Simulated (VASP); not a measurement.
# Na (P6_3/mmc) in VASP: relaxation of cell and atoms with LDA

Aim: the relaxation of cell and atoms of Na with LDA.

Everything below comes from runs of VASP 6.6.1. Logs are shortened: lines on timing, memory, paths and dates and some standing lists are left out, and cuts for length are marked.

## 1. The cell of the first run

The structure is hexagonal, space group P6_3/mmc (No. 194). The conventional cell has a = 3.764 Å, b = 3.764 Å, c = 12.293 Å, α = 90.00°, β = 90.00°, γ = 120.00°. Na (site symmetry -3m) has 12 Na at 3.76 Å within 4.9 Å. Na (site symmetry -6m2) has 12 Na at 3.76 Å within 4.9 Å.

## 2. Relaxation of cell and atoms, LDA

Contents of INCAR:

```
SYSTEM = Na
  PREC = Accurate
  ENCUT = 600
  EDIFF = 1E-7
  ISMEAR = -1
  SIGMA = 0.1
  LREAL = .False.
  LASPH = .True.
  NELM = 100
  ALGO = Normal
  ISIF = 3
  LWAVE = .False.
  LCHARG = .False.
  GGA = CA
  IBRION = 2
  NSW = 80
  EDIFFG = -0.01
```

Contents of KPOINTS:

```
regular mesh
0
Gamma
  10 10 3
  0 0 0
```

Contents of POSCAR:

```
Na
1.0
    3.7640418302      0.0000000000      0.0000000000
   -1.8820209151      3.2597558458      0.0000000000
    0.0000000000      0.0000000000     12.2933606174
Na
4
Direct
    0.0000000000      0.0000000000      0.0000000000
    0.0000000000      0.0000000000      0.5000000000
    0.3333333333      0.6666666667      0.2500000000
    0.6666666667      0.3333333333      0.7500000000
```

Potentials or basis: VASP PAW LDA potentials, release 64 (Na_pv).

Command:

```sh
$ cat potpaw_LDA.64/Na_pv/POTCAR > POTCAR
$ mpirun -np 1 vasp_std > vasp.out
```

OUTCAR:

```text
SYSTEM = Na
   PREC = Accurate
   ENCUT = 600
   EDIFF = 1E-7
   ISMEAR = -1
   LREAL = .False.
   LASPH = .True.
   NELM = 100
   ISIF = 3
   GGA = CA
   IBRION = 2
   NSW = 80
   EDIFFG = -0.01

 ion  position               nearest neighbor table
   1  0.000  0.000  0.000-
   2  0.000  0.000  0.500-
   3  0.333  0.667  0.250-
   4  0.667  0.333  0.750-

  LATTYP: Found a hexagonal cell.
 ALAT       =     3.7640418302
 C/A-ratio  =     3.2660000000

  Lattice vectors:

 A1 = (   3.7640418302,   0.0000000000,   0.0000000000)
 A2 = (  -1.8820209151,   3.2597558458,   0.0000000000)
 A3 = (   0.0000000000,   0.0000000000,  12.2933606174)

Analysis of symmetry for initial positions (statically):
=====================================================================
 Subroutine PRICEL returns:
 Original cell was already a primitive cell.

 Routine SETGRP: Setting up the symmetry group for a
 hexagonal supercell.

 Subroutine GETGRP returns: Found 24 space group operations
 (whereof 12 operations were pure point group operations)
 out of a pool of 24 trial point group operations.

The static configuration has the point symmetry D_3d.
 The point group associated with its full space group is D_6h.

Analysis of symmetry for dynamics (positions and initial velocities):
=====================================================================
 Subroutine PRICEL returns:
 Original cell was already a primitive cell.

 Routine SETGRP: Setting up the symmetry group for a
 hexagonal supercell.

 Subroutine GETGRP returns: Found 24 space group operations
 (whereof 12 operations were pure point group operations)
 out of a pool of 24 trial point group operations.

The dynamic configuration has the point symmetry D_3d.
 The point group associated with its full space group is D_6h.

 Subroutine INISYM returns: Found 24 space group operations
 (whereof 12 operations are pure point group operations),
 and found     1 'primitive' translations

----------------------------------------------------------------------------------------

                                     Primitive cell

  volume of cell :     150.8378

  direct lattice vectors                    reciprocal lattice vectors
     3.764041830  0.000000000  0.000000000     0.265671862  0.153385721  0.000000000
    -1.882020915  3.259755846  0.000000000     0.000000000  0.306771442  0.000000000
     0.000000000  0.000000000 12.293360617     0.000000000  0.000000000  0.081344722

  length of vectors
     3.764041830  3.764041830 12.293360617     0.306771442  0.306771442  0.081344722

  position of ions in fractional coordinates (direct lattice)
     0.000000000  0.000000000  0.000000000
     0.000000000  0.000000000  0.500000000
     0.333333333  0.666666667  0.250000000
     0.666666667  0.333333333  0.750000000

  ion indices of the primitive-cell ions
   primitive index   ion index
                 1           1
                 2           2
                 3           3
                 4           4

----------------------------------------------------------------------------------------

 KPOINTS: regular mesh

Automatic generation of k-mesh.
 Grid dimensions read from file:
 generate k-points for:   10   10    3

 Generating k-lattice:

  Cartesian coordinates                     Fractional coordinates (reciprocal lattice)
     0.026567186  0.015338572  0.000000000     0.100000000 -0.000000000  0.000000000
     0.000000000  0.030677144  0.000000000     0.000000000  0.100000000  0.000000000
     0.000000000  0.000000000  0.027114907     0.000000000  0.000000000  0.333333333

  Length of vectors
     0.030677144  0.030677144  0.027114907

  Shift w.r.t. Gamma in fractional coordinates (k-lattice)
     0.000000000  0.000000000  0.000000000

 Subroutine IBZKPT returns following result:
 ===========================================

 Found     28 irreducible k-points:

 Following reciprocal coordinates:
            Coordinates               Weight
  0.000000  0.000000  0.000000      1.000000
  0.100000  0.000000  0.000000      6.000000
  0.200000  0.000000  0.000000      6.000000
  0.300000  0.000000  0.000000      6.000000
  0.400000  0.000000  0.000000      6.000000
  0.500000  0.000000  0.000000      3.000000
[... 16 lines left out ...]
  0.300000  0.100000  0.333333     24.000000
  0.400000  0.100000  0.333333     24.000000
 [... further k-points ...]
   k-points           NKPTS =     28   k-points in BZ     NKDIM =     28   number of bands    NBANDS=     18
   number of dos      NEDOS =    301   number of ions     NIONS =      4
   total plane-waves  NPLWV =  88200
   dimension x,y,z NGX =    30 NGY =   30 NGZ =   98
   dimension x,y,z NGXF=    60 NGYF=   60 NGZF=  196
   ions per type =               4
   NGX,Y,Z   is equivalent  to a cutoff of  13.25, 13.25, 13.25 a.u.
   NGXF,Y,Z  is equivalent  to a cutoff of  26.50, 26.50, 26.51 a.u.
 SYSTEM =  Na
   PREC   = accura    normal or accurate (medium, high low for compatibility)
   ISTART =      0    job   : 0-new  1-cont  2-samecut
   ICHARG =      2    charge: 1-file 2-atom 10-const
   ISPIN  =      1    spin polarized calculation?
   LNONCOLLINEAR =      F non collinear calculations
   LSORBIT =      F    spin-orbit coupling
   LASPH  =      T    aspherical Exc in radial PAW
   ENCUT  =  600.0 eV  44.10 Ry    6.64 a.u.   7.52  7.52 24.55*2*pi/ulx,y,z
   NELM   =    100;   NELMIN=  2; NELMDL= -5     # of ELM steps
   EDIFF  = 0.1E-06   stopping-criterion for ELM
   LREAL  =      F    real-space projection
   EDIFFG = -.1E-01   stopping-criterion for IOM
   NSW    =     80    number of steps for IOM
   IBRION =      2    ionic relax: 0-MD 1-quasi-New 2-CG
   NFREE  =      1    steps in history (QN), initial steepest desc. (CG)
   ISIF   =      3    stress and relaxation
   ISYM   =      2    0-nonsym 1-usesym 2-fastsym
   POTIM  = 0.5000    time-step for ionic-motion
   TEBEG  =    0.0;   TEEND  =   0.0 temperature during run
   PSTRESS=    0.0 pullay stress
   NELECT =      28.0000    total number of electrons
   NUPDOWN=      -1.0000    fix difference up-down
   EMIN   =  10.00;   EMAX   =-10.00  energy-range for DOS
   EFERMI =   0.00;   METHOD = LEGACY
   ISMEAR =    -1;   SIGMA  =   0.10  broadening in eV -4-tet -1-fermi 0-gaus
   EFERMI_NEDOS =   21; number of points for ismear=-14 and -15
   IALGO  =     38    algorithm
   IMIX   =      4    mixing-type and parameters
     AMIX     =   0.40;   BMIX     =  1.00
     AMIX_MAG =   1.60;   BMIX_MAG =  1.00
  volume/ion in A,a.u.               =      37.71       254.48
  Fermi-wavevector in a.u.,A,eV,Ry     =   0.933879  1.764776 11.866059  0.872131
  Thomas-Fermi vector in A             =   2.060627
   LORBIT       =      0    0 simple, 1 ext, 2 COOP (PROOUT), +10 PAW based schemes
   GGA     = CA    functional components
   LHFCALC =     F    Hartree Fock is set to
   AEXX    =    0.0000 exact exchange contribution
   IVDW    =     0    specifies the selected vdW correction
   LEPSILON=     F    determine dielectric tensor
   LRPA    =     F    only Hartree local field effects (RPA)
 conjugate gradient relaxation of ions
 non-spin polarized calculation
  energy-cutoff  :      600.00
  volume of cell :      150.84
 maximum number of plane-waves:      5069
   NGX = 15   NGY = 15   NGZ = 49

--------------------------------------- Ionic step        1  -------------------------------------------

 number of electron      28.0000009 magnetization

 Free energy of the ion-electron system (eV)
  ---------------------------------------------------
  ext. energy  EPLUGINS =         0.00000000
  ---------------------------------------------------
  free energy    TOTEN  =        -5.80112781 eV

  energy without entropy =       -5.74141580  energy(sigma->0) =       -5.77127181

------------------------ aborting loop because EDIFF is reached ----------------------------------------

  FORCE on cell =-STRESS in cart. coord.  units (eV):
  Direction    XX          YY          ZZ          XY          YZ          ZX
  --------------------------------------------------------------------------------------
  -------------------------------------------------------------------------------------
  Total       -0.8164516     -0.8164516     -0.8839141      0.0000000     -0.0000000      0.0000000
  in kB       -8.6722319     -8.6722319     -9.3888087      0.0000000     -0.0000000      0.0000000
  external PRESSURE =      -8.9110908 kB  Pullay stress =       0.0000000 kB
[... 61 lines left out ...]
  energy  without entropy=       -5.7653688566  energy(sigma->0) =       -5.79464384

--------------------------------------- Ionic step        3  -------------------------------------------

 number of electron      27.9999996 magnetization

 Free energy of the ion-electron system (eV)
  ---------------------------------------------------
  ext. energy  EPLUGINS =         0.00000000
  ---------------------------------------------------
  free energy    TOTEN  =        -5.85529472 eV

  energy without entropy =       -5.80016605  energy(sigma->0) =       -5.82773038

 E-fermi :   0.4456     XC(G=0):  -7.0343

 val. band max:        0.4363205098   @ k =   0.1000   0.1000   0.3333
 cond. band min:       0.4981285835   @ k =   0.4000   0.0000   0.0000
 fundamental gap:      0.0618080737
 Fermi energy:         0.4456470038

 k-point     1 :       0.0000    0.0000    0.0000
  band No.  band energies     occupation
      1     -24.4386      2.00000
      2     -24.4126      2.00000
      3     -24.4122      2.00000
      4     -24.3931      2.00000
      5     -24.3931      2.00000
      6     -24.3895      2.00000
[... 10 lines left out ...]
     17       1.5205      0.00004
     18       6.3771      0.00000
[... 466 lines left out ...]
      2     -24.4328      2.00000
      3     -24.4291      2.00000
      4     -24.4278      2.00000
      5     -24.4101      2.00000
      6     -24.4076      2.00000
[... 10 lines left out ...]
     17       2.3295      0.00000
     18       3.0857      0.00000

 [... further k-points ...]
[... 5 lines left out ...]
  --------------------------------------------------------------------------------------
  -------------------------------------------------------------------------------------
  Total        0.0143277      0.0143277     -0.0249678     -0.0000000     -0.0000000      0.0000000
  in kB        0.1722691      0.1722691     -0.3001992     -0.0000000     -0.0000000      0.0000000
  external PRESSURE =       0.0147796 kB  Pullay stress =       0.0000000 kB
[... 19 lines left out ...]
  FREE ENERGIE OF THE ION-ELECTRON SYSTEM (eV)
  ---------------------------------------------------
  free  energy   TOTEN  =        -5.8552947191 eV

  energy  without entropy=       -5.8001660463  energy(sigma->0) =       -5.82773038

 reached required accuracy - stopping structural energy minimisation
```

Run time: 3.1 min. Hardware: 1 thread of Oxide Virtual Turin-like, shared host; peak memory 0.22 GiB.

What came out:

* Free energy: -5.8553 eV
* Relaxed volume: 33.31 Å³/atom
* Relaxed cell: a = 3.616 Å, b = 3.616 Å, c = 11.769 Å, α = 90.00°, β = 90.00°, γ = 120.00°
* Space group after relaxing (to 0.05 Å): P6_3/mmc (No. 194)
* Energy gained by relaxing: 13.5 meV/atom
* Ionic steps: 3
* Pressure after relaxing: 0.0 GPa
* Band gap on the k mesh: zero (band 14 reaches 2.02 eV, above the bottom of band 15 at -1.93 eV)

The path:
| step | energy change (eV) | largest force (eV/Å) | pressure (GPa) | volume (Å³) |
| --- | --- | --- | --- | --- |
| 1 | 0.0000 | 0.0000 | -0.89 | 150.84 |
| 2 | -0.0228 | 0.0000 | -0.72 | 146.31 |
| 3 | -0.0542 | 0.0000 | 0.00 | 133.25 |

Final structure:
```xyz
4
Lattice="3.6158 0.0000 0.0000 -1.8079 3.1314 0.0000 0.0000 0.0000 11.7691" Properties=species:S:1:pos:R:3 pbc="T T T"
Na   -1.8079    3.1314    0.0000
Na   -1.8079    3.1314    5.8846
Na    0.0000    2.0876    2.9423
Na    1.8079    1.0438    8.8269
```

Levels at points of the mesh, in eV from the Fermi level:
| k point | band 11 | band 12 | band 13 | band 14 | band 15 | band 16 | band 17 | band 18 |
| --- | --- | --- | --- | --- | --- | --- | --- | --- |
| (0.00, 0.00, 0.00) | -24.83 | -24.83 | -3.49 | -2.37 | -2.37 | 0.63 | 1.07 | 5.93 |
| (0.50, 0.00, 0.00) | -24.84 | -24.84 | 0.30 | 0.36 | 1.16 | 1.24 | 1.57 | 1.66 |
